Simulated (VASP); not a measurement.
A run of VASP 6.6.1:

File POSCAR:

```
BaTiO3
1.0
    3.9541555552      0.0000000000      0.0000000000
    0.0000000000      3.9541555552      0.0000000000
    0.0000000000      0.0000000000      4.0237923827
Ba Ti O
1 1 3
Direct
    0.0000000000      0.0000000000      0.0000000000
    0.5000000000      0.5000000000      0.5000000000
    0.5000000000      0.5000000000      0.0000000000
    0.5000000000      0.0000000000      0.5000000000
    0.0000000000      0.5000000000      0.5000000000
```

The input INCAR.step1:

```
SYSTEM = BaTiO3
  PREC = Accurate
  ENCUT = 520
  ISMEAR = 0
  SIGMA = 0.01
  LREAL = .False.
  LASPH = .True.
  NELM = 100
  NBANDS = 28
  GGA = PE
  ALGO = Normal
  EDIFF = 1E-4
  LWAVE = .True.
  LCHARG = .False.
```

File INCAR.step2:

```
SYSTEM = BaTiO3
  PREC = Accurate
  ENCUT = 520
  EDIFF = 1E-7
  ISMEAR = 0
  SIGMA = 0.01
  LREAL = .False.
  LASPH = .True.
  NELM = 100
  ALGO = Normal
  ISIF = 2
  LWAVE = .False.
  LCHARG = .False.
  METAGGA = R2SCAN
  LMIXTAU = .True.
  NBANDS = 28
  ISTART = 1
```

The input KPOINTS:

```
Automatic mesh
0
Gamma
  6 6 6
  0 0 0
```

Potentials or basis: VASP PAW PBE potentials, release 64 (Ba_sv, Ti_sv, O).

Run with:

```bash
$ cat potpaw_PBE.64/Ba_sv/POTCAR potpaw_PBE.64/Ti_sv/POTCAR potpaw_PBE.64/O/POTCAR > POTCAR
$ cp INCAR.step1 INCAR
$ mpirun -np 1 vasp_std > vasp.out
$ cp INCAR.step2 INCAR
$ mpirun -np 1 vasp_std > vasp.out
```

Hardware: 1 thread of AMD EPYC 9R45 96-Core Processor (Zen 5), on a shared host.

Question: How long does it take, and how much memory?

Answer: Run time: 2.1 min on 1 thread of AMD EPYC 9R45 96-Core Processor (Zen 5) (shared host), peak memory 0.19 GiB. Counts: k points 40.
